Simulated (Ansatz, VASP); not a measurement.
## One calculation of TiAl, two programs

INCAR

```
PREC = Accurate
ENCUT = 520
EDIFF = 1E-6
ISMEAR = 0
SIGMA = 0.15
LREAL = False
LASPH = True
NELM = 60
ALGO = Fast
ISIF = 2
LWAVE = False
LCHARG = False
GGA = PS
NBANDS = 14
```

File KPOINTS:

```
regular mesh
0
Gamma
  20 20 20
```

The input POSCAR:

```
TiAl
1.0
    3.1564740774      0.0000000000      0.0000000000
    0.0000000000      3.1564740774      0.0473471112
    0.0000000000      0.0473471112      3.1564740774
Ti Al
1 1
Direct
    0.0000000000      0.0000000000      0.0000000000
    0.5000000000      0.5000000000      0.5000000000
```

Input for Ansatz:

```yaml
crystal:
  lattice:
    - [3.1564740774, 0.0, 0.0]
    - [0.0, 3.1564740774, 0.0473471112]
    - [0.0, 0.0473471112, 3.1564740774]
  atoms:
    - { symbol: Ti, position: [0.0, 0.0, 0.0] }
    - { symbol: Al, position: [0.5, 0.5, 0.5] }
basis:
  ecutwfc: 420
kpoints:
  mp_grid: { grid: [20, 20, 20] }
hamiltonian:
  xc: pbesol
scf:
  occupations: { method: gaussian, width: 0.15 }
output:
  forces: true
  stress: true
  eigenvalues: true
  write_density: true
  write_potential: true
  elf: true
  volumetric_format: npy
```

Change from the starting cell: strain +0.0300 x Voigt [0, 0, 0, 1, 0, 0], atoms carried along.

Alike in both runs: task single point; functional PBEsol; k mesh 20 × 20 × 20; occupations gaussian, width 0.15 eV; no spin polarisation.

```csv
,VASP,Ansatz
version,VASP 6.6.1,Ansatz 0.2.0
potentials or method,"VASP PAW PBE potentials, release 64 (Ti_sv, Al), cutoff 520 eV","scalar-relativistic, plane waves, PAW"
valence electrons in the cell,15,15
```

VASP gave:

* gap on the k mesh at the Fermi level (eV): none
* pressure (GPa): 0.2
* traceless stress, the component that is largest in VASP (GPa): -2.25

Q: What did Ansatz give for the same quantities?

A: gap on the k mesh at the Fermi level (eV): none; pressure (GPa): 0.1; traceless stress, the component that is largest in VASP (GPa): -2.24.

VASP's potentials were made for PBE, not for PBEsol. A gap of «none» marks a metal or a gap that the smearing closes. The functional is the same, so the differences come from potentials, cutoffs and numerics.
